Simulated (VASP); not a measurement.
# NaF (I4/mmm) in VASP: notebook, part 2 of 2

VASP 6.6.1.

## Step 3: Single point, PBE (strain +0.050 along x and y, -0.025 along z)

Input file INCAR:

```
SYSTEM = NaF
PREC = Accurate
ENCUT = 520
EDIFF = 1E-6
ISMEAR = 0
SIGMA = 0.05
LREAL = .FALSE.
LASPH = .TRUE.
NELM = 60
ALGO = Normal
ISIF = 2
LWAVE = .FALSE.
LCHARG = .FALSE.
GGA = PE
NBANDS = 14
```

Input file KPOINTS:

```
regular mesh
0
G
  8 8 8
  0 0 0
```

Input file POSCAR:

```
NaF
1.0
    0.0000000000      2.4394650000      2.2652175000
    2.4394650000      0.0000000000      2.2652175000
    2.4394650000      2.4394650000      0.0000000000
Na F
1 1
Direct
    0.0000000000      0.0000000000      0.0000000000
    0.5000000000      0.5000000000      0.5000000000
```

Potentials or basis: VASP PAW PBE potentials, release 64 (Na_pv, F).

On the command line:

```bash
$ cat potpaw_PBE.64/Na_pv/POTCAR potpaw_PBE.64/F/POTCAR > POTCAR
$ mpirun -np 1 vasp_std > vasp.out
```

OUTCAR:

```text
SYSTEM = NaF
   PREC = Accurate
   ENCUT = 520
   EDIFF = 1E-6
   ISMEAR = 0
   LREAL = .FALSE.
   LASPH = .TRUE.
   NELM = 60
   ISIF = 2
   GGA = PE

 ion  position               nearest neighbor table
   1  0.000  0.000  0.000-   2 2.27   2 2.27
   2  0.500  0.500  0.500-   1 2.27   1 2.27

  LATTYP: Found a body centered tetragonal cell.
 ALAT       =     3.4499244879
 C/A-ratio  =     1.3131983079

  Lattice vectors:

 A1 = (   0.0000000000,  -2.4394650000,  -2.2652175000)
 A2 = (   0.0000000000,   2.4394650000,  -2.2652175000)
 A3 = (   2.4394650000,   0.0000000000,   2.2652175000)

Analysis of symmetry for initial positions (statically):
=====================================================================
 Subroutine PRICEL returns:
 Original cell was already a primitive cell.

 Routine SETGRP: Setting up the symmetry group for a
 body centered tetragonal supercell.

 Subroutine GETGRP returns: Found 16 space group operations
 (whereof 16 operations were pure point group operations)
 out of a pool of 16 trial point group operations.

The static configuration has the point symmetry D_4h.

Analysis of symmetry for dynamics (positions and initial velocities):
=====================================================================
 Subroutine PRICEL returns:
 Original cell was already a primitive cell.

 Routine SETGRP: Setting up the symmetry group for a
 body centered tetragonal supercell.

 Subroutine GETGRP returns: Found 16 space group operations
 (whereof 16 operations were pure point group operations)
 out of a pool of 16 trial point group operations.

The dynamic configuration has the point symmetry D_4h.

 Subroutine INISYM returns: Found 16 space group operations
 (whereof 16 operations are pure point group operations),
 and found     1 'primitive' translations

----------------------------------------------------------------------------------------

                                     Primitive cell

  volume of cell :      26.9606

  direct lattice vectors                    reciprocal lattice vectors
     0.000000000  2.439465000  2.265217500    -0.204962973  0.204962973  0.220729356
     2.439465000  0.000000000  2.265217500     0.204962973 -0.204962973  0.220729356
     2.439465000  2.439465000  0.000000000     0.204962973  0.204962973 -0.220729356

  length of vectors
     3.328993813  3.328993813  3.449924488     0.364336506  0.364336506  0.364336506

  position of ions in fractional coordinates (direct lattice)
     0.000000000  0.000000000  0.000000000
     0.500000000  0.500000000  0.500000000

  ion indices of the primitive-cell ions
   primitive index   ion index
                 1           1
                 2           2

----------------------------------------------------------------------------------------

 KPOINTS: regular mesh

Automatic generation of k-mesh.
 Grid dimensions read from file:
 generate k-points for:    8    8    8

 Generating k-lattice:

  Cartesian coordinates                     Fractional coordinates (reciprocal lattice)
    -0.025620372  0.025620372  0.027591170     0.125000000  0.000000000  0.000000000
     0.025620372 -0.025620372  0.027591170     0.000000000  0.125000000  0.000000000
     0.025620372  0.025620372 -0.027591170    -0.000000000 -0.000000000  0.125000000

  Length of vectors
     0.045542063  0.045542063  0.045542063

  Shift w.r.t. Gamma in fractional coordinates (k-lattice)
     0.000000000  0.000000000  0.000000000

 Subroutine IBZKPT returns following result:
 ===========================================

 Found     59 irreducible k-points:

 Following reciprocal coordinates:
            Coordinates               Weight
  0.000000  0.000000  0.000000      1.000000
  0.125000 -0.000000  0.000000      8.000000
  0.250000 -0.000000  0.000000      8.000000
  0.375000 -0.000000  0.000000      8.000000
  0.500000 -0.000000  0.000000      4.000000
  0.125000  0.125000  0.000000      2.000000
[... 16 lines left out ...]
  0.250000 -0.000000  0.125000     16.000000
  0.375000  0.000000  0.125000     16.000000
 [... further k-points ...]
   k-points           NKPTS =     59   k-points in BZ     NKDIM =     59   number of bands    NBANDS=     14
   number of dos      NEDOS =    301   number of ions     NIONS =      2
   total plane-waves  NPLWV =  21952
   dimension x,y,z NGX =    28 NGY =   28 NGZ =   28
   dimension x,y,z NGXF=    56 NGYF=   56 NGZF=   56
   ions per type =               1   1
   NGX,Y,Z   is equivalent  to a cutoff of  13.98, 13.98, 13.49 a.u.
   NGXF,Y,Z  is equivalent  to a cutoff of  27.97, 27.97, 26.99 a.u.
 SYSTEM =  NaF
   PREC   = accura    normal or accurate (medium, high low for compatibility)
   ISTART =      0    job   : 0-new  1-cont  2-samecut
   ICHARG =      2    charge: 1-file 2-atom 10-const
   ISPIN  =      1    spin polarized calculation?
   LNONCOLLINEAR =      F non collinear calculations
   LSORBIT =      F    spin-orbit coupling
   LASPH  =      T    aspherical Exc in radial PAW
   ENCUT  =  520.0 eV  38.22 Ry    6.18 a.u.   6.19  6.19  6.41*2*pi/ulx,y,z
   NELM   =     60;   NELMIN=  2; NELMDL= -5     # of ELM steps
   EDIFF  = 0.1E-05   stopping-criterion for ELM
   LREAL  =      F    real-space projection
   EDIFFG = 0.1E-04   stopping-criterion for IOM
   NSW    =      0    number of steps for IOM
   IBRION =     -1    ionic relax: 0-MD 1-quasi-New 2-CG
   NFREE  =      0    steps in history (QN), initial steepest desc. (CG)
   ISIF   =      2    stress and relaxation
   ISYM   =      2    0-nonsym 1-usesym 2-fastsym
   POTIM  = 0.5000    time-step for ionic-motion
   TEBEG  =    0.0;   TEEND  =   0.0 temperature during run
   PSTRESS=    0.0 pullay stress
   NELECT =      14.0000    total number of electrons
   NUPDOWN=      -1.0000    fix difference up-down
   EMIN   =  10.00;   EMAX   =-10.00  energy-range for DOS
   EFERMI =   0.00;   METHOD = LEGACY
   ISMEAR =     0;   SIGMA  =   0.05  broadening in eV -4-tet -1-fermi 0-gaus
   EFERMI_NEDOS =   21; number of points for ismear=-14 and -15
   IALGO  =     38    algorithm
   IMIX   =      4    mixing-type and parameters
     AMIX     =   0.40;   BMIX     =  1.00
     AMIX_MAG =   1.60;   BMIX_MAG =  1.00
  volume/ion in A,a.u.               =      13.48        90.97
  Fermi-wavevector in a.u.,A,eV,Ry     =   1.315854  2.486604 23.558115  1.731473
  Thomas-Fermi vector in A             =   2.446008
   LORBIT       =      0    0 simple, 1 ext, 2 COOP (PROOUT), +10 PAW based schemes
   GGA     = PE    functional components
   LHFCALC =     F    Hartree Fock is set to
   AEXX    =    0.0000 exact exchange contribution
   IVDW    =     0    specifies the selected vdW correction
   LEPSILON=     F    determine dielectric tensor
   LRPA    =     F    only Hartree local field effects (RPA)
 non-spin polarized calculation
 Gauss-broadening in eV      SIGMA  =   0.05
  energy-cutoff  :      520.00
  volume of cell :       26.96
 maximum number of plane-waves:       752
 NGX is ok and might be reduce to    28
   NGX = 13   NGY = 13   NGZ = 13

 number of electron      13.9999995 magnetization

 Free energy of the ion-electron system (eV)
  ---------------------------------------------------
  ext. energy  EPLUGINS =         0.00000000
  ---------------------------------------------------
  free energy    TOTEN  =        -8.54589002 eV

  energy without entropy =       -8.54589002  energy(sigma->0) =       -8.54589002

 E-fermi :  -2.1907     XC(G=0):  -8.7714

 val. band max:       -2.4093804833   @ k =   0.0000   0.0000   0.0000
 cond. band min:       3.4662924211   @ k =   0.0000   0.0000   0.0000
 fundamental gap:      5.8756729044
 Fermi energy:        -2.1907471139

 k-point     1 :       0.0000    0.0000    0.0000
  band No.  band energies     occupation
      1     -21.5975      2.00000
      2     -21.5975      2.00000
      3     -21.5704      2.00000
      4     -21.4685      2.00000
      5      -2.4297      2.00000
      6      -2.4094      2.00000
      7      -2.4094      2.00000
      8       3.4663      0.00000
      9      15.8786      0.00000
     10      15.8786      0.00000
     11      16.3568      0.00000
     12      18.7471      0.00000
     13      19.7786      0.00000
     14      21.8447      0.00000
[... 375 lines left out ...]
 k-point    24 :       0.3750    0.0000    0.1250
  band No.  band energies     occupation
      1     -22.0605      2.00000
      2     -21.6146      2.00000
      3     -21.5947      2.00000
      4     -20.9016      2.00000
      5      -3.4982      2.00000
      6      -2.6678      2.00000
      7      -2.6064      2.00000
      8       6.5392      0.00000
      9      11.1414      0.00000
     10      15.5159      0.00000
     11      16.7971      0.00000
     12      17.6745      0.00000
     13      20.8503      0.00000
     14      22.2338      0.00000

 [... further k-points ...]
[... 5 lines left out ...]
  --------------------------------------------------------------------------------------
  -------------------------------------------------------------------------------------
  Total       -0.4677004     -0.4677004      0.3681969      0.0000000      0.0000000      0.0000000
  in kB      -27.7938813    -27.7938813     21.8807203      0.0000000      0.0000000      0.0000000
  external PRESSURE =     -11.2356808 kB  Pullay stress =       0.0000000 kB

 VOLUME and BASIS-vectors are now :
 -----------------------------------------------------------------------------
  energy-cutoff  :      520.00
  volume of cell :       26.96
      direct lattice vectors                 reciprocal lattice vectors
     0.000000000  2.439465000  2.265217500    -0.204962973  0.204962973  0.220729356
     2.439465000  0.000000000  2.265217500     0.204962973 -0.204962973  0.220729356
     2.439465000  2.439465000  0.000000000     0.204962973  0.204962973 -0.220729356

 POSITION                                       TOTAL-FORCE (eV/Angst)
 -----------------------------------------------------------------------------------
      0.00000      0.00000      0.00000         0.000000     -0.000000      0.000000
      2.43947      2.43947      2.26522        -0.000000      0.000000     -0.000000
 -----------------------------------------------------------------------------------
    total drift:                                0.000000      0.000000      0.000000

  FREE ENERGIE OF THE ION-ELECTRON SYSTEM (eV)
  ---------------------------------------------------
  free  energy   TOTEN  =        -8.5458900205 eV

  energy  without entropy=       -8.5458900205  energy(sigma->0) =       -8.54589002
```

stdout:

```text
POSCAR found type information on POSCAR NaF
 POSCAR found :  2 types and       2 ions
 scaLAPACK will be used
 LDA part: xc-table for (Slater+PW92), standard interpolation
 POSCAR, INCAR and KPOINTS ok, starting setup
 FFT: planning ... GRIDC
 FFT: planning ... GRID_SOFT
 FFT: planning ... GRID
 WAVECAR not read
 entering main loop
```

It took 14 s on 1 thread of Intel Xeon 6975P-C (Granite Rapids), shared host; peak memory 0.15 GiB.

Results:

| Property | Result |
| --- | --- |
| Free energy | -8.5459 eV |
| Pressure | -1.1 GPa |
| Band gap on the k mesh | 5.88 eV, direct |

Levels at points of the mesh, in eV from the valence-band top:
```tsv
k point	band 5	band 6	band 7	band 8	band 9	band 10
(0.00, 0.00, 0.00)	-0.02	0.00	0.00	5.88	18.29	18.29
(0.50, 0.00, 0.00)	-1.43	-0.25	-0.21	10.29	11.78	18.61
(0.50, 0.50, 0.00)	-1.09	-0.44	-0.44	12.57	13.09	13.17
(0.50, 0.00, 0.50)	-1.19	-0.39	-0.28	12.18	12.72	13.29
```

Caveat: the cell differs from its parent crystal (strain +0.050 along x and y, -0.025 along z).
